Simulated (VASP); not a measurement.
Runs of VASP 6.6.1 on Ir. The structure is that of space group P6_3/mmc (No. 194), or close to it. The cells are those of the table. 

```tsv
cell	gap on the mesh (eV)	pressure (GPa)
a = 2.727, b = 2.727, c = 4.422 Å, angles 90.0, 90.0, 120.0°, 2 atoms	none	-2.2
a = 2.776, b = 2.776, c = 4.502 Å, angles 90.0, 90.0, 120.0°, 2 atoms	none	-19.5
a = 2.751, b = 2.751, c = 4.462 Å, angles 90.0, 90.0, 120.0°, 2 atoms	none	-11.6
a = 2.702, b = 2.702, c = 4.382 Å, angles 90.0, 90.0, 120.0°, 2 atoms	none	(b)
a = 2.676, b = 2.676, c = 4.340 Å, angles 90.0, 90.0, 120.0°, 2 atoms	none	(a)
a = 2.823, b = 2.823, c = 4.578 Å, angles 90.0, 90.0, 120.0°, 2 atoms	none	-31.7
a = 2.799, b = 2.799, c = 4.540 Å, angles 90.0, 90.0, 120.0°, 2 atoms	none	-26.2
```

Alike in all rows: task single point; level PBEsol; potentials or basis VASP PAW PBE potentials, release 64 (Ir); no spin polarisation; k mesh 12 × 12 × 7; cutoff (eV) 520; smearing fermi-dirac 0.1 eV.

Question: Fill in the values left out.

Answer: (a) 22.1; (b) 8.9.

Caveats: the PAW data sets were made with another functional, which shifts forces and pressure a little; spin-orbit coupling is left out, which moves the levels of the heavy elements.

A k mesh can miss the band edges, and the runs leave out spin-orbit coupling on Ir.

A gap of «none» marks levels without a gap at the run's occupations.
